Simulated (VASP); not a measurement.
# BN (P6_3/mmc) in VASP: notebook

The runs below take BN through single point, relaxation of the atoms, with PBE.

Everything below comes from runs of VASP 6.6.1. Logs are shortened: lines on timing, memory, paths and dates and some standing lists are left out, and cuts for length are marked.

## Step 1: The cell of the first run

The structure is hexagonal, space group P6_3/mmc (No. 194). Conventional cell: a = 2.488 Å, b = 2.488 Å, c = 6.495 Å, α = 90.00°, β = 90.00°, γ = 120.00°. Within 1.9 Å of B (site symmetry -6m2) lie 3 N at 1.44 Å. N (site symmetry -6m2) has 3 B at 1.44 Å within 1.9 Å.

## Step 2: Single point, PBE

INCAR

```
SYSTEM = BN
ALGO = Normal
EDIFF = 1E-7
ENCUT = 520
GGA = PE
ISIF = 2
ISMEAR = 0
ISYM = 0
LASPH = .TRUE.
LCHARG = .FALSE.
LREAL = .FALSE.
LWAVE = .FALSE.
NBANDS = 16
NELM = 60
PREC = Accurate
SIGMA = 0.01
```

KPOINTS

```
Automatic mesh
0
Gamma
  4 4 2
  0.25 0.25 0.25
```

POSCAR

```
BN
1.0
    2.4883437615     -0.0000000007      0.0000000000
   -1.2441718801      2.1549689112      0.0000000000
    0.0000000000      0.0000000000      6.4954828750
B N
2 2
Direct
    0.3333333333      0.6666666667      0.2500000000
    0.6666666667      0.3333333333      0.7500000000
    0.3333333333      0.6666666667      0.7500000000
    0.6666666667      0.3333333333      0.2500000000
```

Potentials or basis: VASP PAW PBE potentials, release 64 (B, N).

Run with:

```sh
cat potpaw_PBE.64/B/POTCAR potpaw_PBE.64/N/POTCAR > POTCAR
mpirun -np 1 vasp_std > vasp.out
```

OUTCAR:

```text
SYSTEM = BN
   EDIFF = 1E-7
   ENCUT = 520
   GGA = PE
   ISIF = 2
   ISMEAR = 0
   ISYM = 0
   LASPH = .TRUE.
   LREAL = .FALSE.
   NELM = 60
   PREC = Accurate

 ion  position               nearest neighbor table
   1  0.333  0.667  0.250-   4 1.44   4 1.44   4 1.44
   2  0.667  0.333  0.750-   3 1.44   3 1.44   3 1.44
   3  0.333  0.667  0.750-   2 1.44   2 1.44   2 1.44
   4  0.667  0.333  0.250-   1 1.44   1 1.44   1 1.44

IMPORTANT INFORMATION: All symmetrisations will be switched off!
NOSYMM: (Re-)initialisation of all symmetry stuff for point group C_1.

----------------------------------------------------------------------------------------

                                     Primitive cell

  volume of cell :      34.8308

  direct lattice vectors                    reciprocal lattice vectors
     2.488343761 -0.000000001  0.000000000     0.401873735  0.232021909  0.000000000
    -1.244171880  2.154968911  0.000000000     0.000000000  0.464043818  0.000000000
     0.000000000  0.000000000  6.495482875     0.000000000  0.000000000  0.153953142

  length of vectors
     2.488343761  2.488343762  6.495482875     0.464043818  0.464043818  0.153953142

  position of ions in fractional coordinates (direct lattice)
     0.333333333  0.666666667  0.250000000
     0.666666667  0.333333333  0.750000000
     0.333333333  0.666666667  0.750000000
     0.666666667  0.333333333  0.250000000

  ion indices of the primitive-cell ions
   primitive index   ion index
                 1           1
                 2           2
                 3           3
                 4           4

----------------------------------------------------------------------------------------

 KPOINTS: Automatic mesh

Automatic generation of k-mesh.
 Grid dimensions read from file:
 generate k-points for:    4    4    2

 Generating k-lattice:

  Cartesian coordinates                     Fractional coordinates (reciprocal lattice)
     0.100468434  0.058005477  0.000000000     0.250000000  0.000000000  0.000000000
     0.000000000  0.116010954  0.000000000     0.000000000  0.250000000  0.000000000
     0.000000000  0.000000000  0.076976571     0.000000000  0.000000000  0.500000000

  Length of vectors
     0.116010954  0.116010954  0.076976571

  Shift w.r.t. Gamma in fractional coordinates (k-lattice)
     0.250000000  0.250000000  0.250000000

 Subroutine IBZKPT returns following result:
 ===========================================

 Found    192 irreducible k-points:

 Following reciprocal coordinates:
            Coordinates               Weight
  0.062500  0.062500  0.125000      2.000000
 -0.062500  0.125000  0.125000      2.000000
 -0.125000  0.062500  0.125000      2.000000
 -0.062500 -0.062500  0.125000      2.000000
  0.062500 -0.125000  0.125000      2.000000
  0.125000 -0.062500  0.125000      2.000000
[... 16 lines left out ...]
  0.062500  0.375000  0.125000      2.000000
 -0.375000  0.437500  0.125000      2.000000
 [... further k-points ...]
   k-points           NKPTS =    192   k-points in BZ     NKDIM =    192   number of bands    NBANDS=     16
   number of dos      NEDOS =    301   number of ions     NIONS =      4
   total plane-waves  NPLWV =  19200
   dimension x,y,z NGX =    20 NGY =   20 NGZ =   48
   dimension x,y,z NGXF=    40 NGYF=   40 NGZF=   96
   ions per type =               2   2
   NGX,Y,Z   is equivalent  to a cutoff of  13.36, 13.36, 12.29 a.u.
   NGXF,Y,Z  is equivalent  to a cutoff of  26.72, 26.72, 24.57 a.u.
 SYSTEM =  BN
   PREC   = accura    normal or accurate (medium, high low for compatibility)
   ISTART =      0    job   : 0-new  1-cont  2-samecut
   ICHARG =      2    charge: 1-file 2-atom 10-const
   ISPIN  =      1    spin polarized calculation?
   LNONCOLLINEAR =      F non collinear calculations
   LSORBIT =      F    spin-orbit coupling
   LASPH  =      T    aspherical Exc in radial PAW
   ENCUT  =  520.0 eV  38.22 Ry    6.18 a.u.   4.63  4.63 12.08*2*pi/ulx,y,z
   NELM   =     60;   NELMIN=  2; NELMDL= -5     # of ELM steps
   EDIFF  = 0.1E-06   stopping-criterion for ELM
   LREAL  =      F    real-space projection
   EDIFFG = 0.1E-05   stopping-criterion for IOM
   NSW    =      0    number of steps for IOM
   IBRION =     -1    ionic relax: 0-MD 1-quasi-New 2-CG
   NFREE  =      0    steps in history (QN), initial steepest desc. (CG)
   ISIF   =      2    stress and relaxation
   ISYM   =      0    0-nonsym 1-usesym 2-fastsym
   POTIM  = 0.5000    time-step for ionic-motion
   TEBEG  =    0.0;   TEEND  =   0.0 temperature during run
   PSTRESS=    0.0 pullay stress
   NELECT =      16.0000    total number of electrons
   NUPDOWN=      -1.0000    fix difference up-down
   EMIN   =  10.00;   EMAX   =-10.00  energy-range for DOS
   EFERMI =   0.00;   METHOD = LEGACY
   ISMEAR =     0;   SIGMA  =   0.01  broadening in eV -4-tet -1-fermi 0-gaus
   EFERMI_NEDOS =   21; number of points for ismear=-14 and -15
   IALGO  =     38    algorithm
   IMIX   =      4    mixing-type and parameters
     AMIX     =   0.40;   BMIX     =  1.00
     AMIX_MAG =   1.60;   BMIX_MAG =  1.00
  volume/ion in A,a.u.               =       8.71        58.76
  Fermi-wavevector in a.u.,A,eV,Ry     =   1.263166  2.387038 21.709310  1.595589
  Thomas-Fermi vector in A             =   2.396537
   LORBIT       =      0    0 simple, 1 ext, 2 COOP (PROOUT), +10 PAW based schemes
   GGA     = PE    functional components
   LHFCALC =     F    Hartree Fock is set to
   AEXX    =    0.0000 exact exchange contribution
   IVDW    =     0    specifies the selected vdW correction
   LEPSILON=     F    determine dielectric tensor
   LRPA    =     F    only Hartree local field effects (RPA)
 non-spin polarized calculation
 Gauss-broadening in eV      SIGMA  =   0.01
  energy-cutoff  :      520.00
  volume of cell :       34.83
 maximum number of plane-waves:       949
   NGX =  9   NGY =  9   NGZ = 25

 number of electron      16.0000000 magnetization

 Free energy of the ion-electron system (eV)
  ---------------------------------------------------
  ext. energy  EPLUGINS =         0.00000000
  ---------------------------------------------------
  free energy    TOTEN  =       -35.12670056 eV

  energy without entropy =      -35.12670056  energy(sigma->0) =      -35.12670056

 E-fermi :   2.6676     XC(G=0): -10.2556

 val. band max:        2.5699309688   @ k =   0.3125   0.3750   0.1250
 cond. band min:       6.9777085052   @ k =   0.4375   0.1250   0.1250
 fundamental gap:      4.4077775365
 Fermi energy:         2.6676453642

 k-point     1 :       0.0625    0.0625    0.1250
  band No.  band energies     occupation
      1     -15.1571      2.00000
      2     -14.8463      2.00000
      3      -3.4804      2.00000
      4      -1.3538      2.00000
      5       0.3314      2.00000
      6       0.3634      2.00000
[... 8 lines left out ...]
     15      15.3018      0.00000
     16      16.0036      0.00000

 k-point     2 :      -0.0625    0.1250    0.1250
  band No.  band energies     occupation
      1     -15.1571      2.00000
      2     -14.8463      2.00000
      3      -3.4804      2.00000
      4      -1.3538      2.00000
      5       0.3314      2.00000
      6       0.3634      2.00000
[... 8 lines left out ...]
     15      15.3018      0.00000
     16      16.0036      0.00000

 k-point     3 :      -0.1250    0.0625    0.1250
  band No.  band energies     occupation
      1     -15.1571      2.00000
      2     -14.8463      2.00000
      3      -3.4804      2.00000
      4      -1.3538      2.00000
      5       0.3314      2.00000
      6       0.3634      2.00000
[... 8 lines left out ...]
     15      15.3018      0.00000
     16      16.0036      0.00000

 k-point     4 :      -0.0625   -0.0625    0.1250
  band No.  band energies     occupation
      1     -15.1571      2.00000
      2     -14.8463      2.00000
      3      -3.4804      2.00000
      4      -1.3538      2.00000
      5       0.3314      2.00000
      6       0.3634      2.00000
[... 8 lines left out ...]
     15      15.3018      0.00000
     16      16.0036      0.00000

 k-point     5 :       0.0625   -0.1250    0.1250
  band No.  band energies     occupation
      1     -15.1571      2.00000
      2     -14.8463      2.00000
      3      -3.4804      2.00000
      4      -1.3538      2.00000
      5       0.3314      2.00000
      6       0.3634      2.00000
[... 8 lines left out ...]
     15      15.3018      0.00000
     16      16.0036      0.00000

 k-point     6 :       0.1250   -0.0625    0.1250
  band No.  band energies     occupation
      1     -15.1571      2.00000
      2     -14.8463      2.00000
      3      -3.4804      2.00000
      4      -1.3538      2.00000
      5       0.3314      2.00000
      6       0.3634      2.00000
[... 8 lines left out ...]
     15      15.3018      0.00000
     16      16.0036      0.00000
[... 267 lines left out ...]
 k-point    21 :       0.3750   -0.4375    0.1250
  band No.  band energies     occupation
      1     -12.5877      2.00000
      2     -12.4212      2.00000
      3      -5.6733      2.00000
      4      -5.5828      2.00000
      5      -1.6819      2.00000
      6      -1.6087      2.00000
[... 8 lines left out ...]
     15      18.2032      0.00000
     16      21.7789      0.00000

 k-point    22 :       0.4375   -0.0625    0.1250
  band No.  band energies     occupation
      1     -12.5877      2.00000
      2     -12.4212      2.00000
      3      -5.6733      2.00000
      4      -5.5828      2.00000
      5      -1.6819      2.00000
      6      -1.6087      2.00000
[... 8 lines left out ...]
     15      18.2032      0.00000
     16      21.7789      0.00000

 k-point    23 :       0.0625    0.3750    0.1250
  band No.  band energies     occupation
      1     -12.5877      2.00000
      2     -12.4212      2.00000
      3      -5.6733      2.00000
      4      -5.5828      2.00000
      5      -1.6819      2.00000
      6      -1.6087      2.00000
[... 8 lines left out ...]
     15      18.2032      0.00000
     16      21.7789      0.00000

 k-point    24 :      -0.3750    0.4375    0.1250
  band No.  band energies     occupation
      1     -12.5877      2.00000
      2     -12.4212      2.00000
      3      -5.6733      2.00000
      4      -5.5828      2.00000
      5      -1.6819      2.00000
      6      -1.6087      2.00000
[... 8 lines left out ...]
     15      18.2032      0.00000
     16      21.7789      0.00000

 [... further k-points ...]
[... 5 lines left out ...]
  --------------------------------------------------------------------------------------
  -------------------------------------------------------------------------------------
  Total        2.4252814      2.4252814      0.7839548     -0.0000001      0.0000000     -0.0000000
  in kB      111.5603561    111.5603569     36.0610824     -0.0000045      0.0000003     -0.0000004
  external PRESSURE =      86.3939318 kB  Pullay stress =       0.0000000 kB

 VOLUME and BASIS-vectors are now :
 -----------------------------------------------------------------------------
  energy-cutoff  :      520.00
  volume of cell :       34.83
      direct lattice vectors                 reciprocal lattice vectors
     2.488343761 -0.000000001  0.000000000     0.401873735  0.232021909  0.000000000
    -1.244171880  2.154968911  0.000000000     0.000000000  0.464043818  0.000000000
     0.000000000  0.000000000  6.495482875     0.000000000  0.000000000  0.153953142

 POSITION                                       TOTAL-FORCE (eV/Angst)
 -----------------------------------------------------------------------------------
      0.00000      1.43665      1.62387        -0.000000      0.000000      0.000000
      1.24417      0.71832      4.87161         0.000000     -0.000000      0.000000
      0.00000      1.43665      4.87161        -0.000000      0.000000     -0.000000
      1.24417      0.71832      1.62387         0.000000     -0.000000      0.000000
 -----------------------------------------------------------------------------------
    total drift:                                0.000000     -0.000000     -0.000000

  FREE ENERGIE OF THE ION-ELECTRON SYSTEM (eV)
  ---------------------------------------------------
  free  energy   TOTEN  =       -35.1267005567 eV

  energy  without entropy=      -35.1267005567  energy(sigma->0) =      -35.12670056
```

It took 69 s on 1 thread of Intel Xeon Platinum 8488C (Sapphire Rapids), shared host; peak memory 0.2 GiB.

What came out:

```yaml
Free_energy: -35.1267 eV
Pressure: 8.6 GPa
Band_gap_on_the_k_mesh: 4.41 eV (least direct gap 4.71 eV)
```

Stress tensor (GPa, compression positive):
```
11.16  0.00  0.00
 0.00 11.16  0.00
 0.00  0.00  3.61
```

Levels at points of the mesh, in eV from the valence-band top:
| k point | band 6 | band 7 | band 8 | band 9 | band 10 | band 11 |
| --- | --- | --- | --- | --- | --- | --- |
| (0.06, 0.06, 0.12) | -2.21 | -1.80 | -1.76 | 5.97 | 10.25 | 11.58 |

Caveat: the stress differs along the axes, from 4 to 11 GPa; a shifted mesh leaves out Γ, where band edges can lie; this functional lacks dispersion, which binds layers or chains, so the pressure and a relaxed spacing across them are unreliable. A k mesh can miss the band edges.

[end of part 1 of 2]
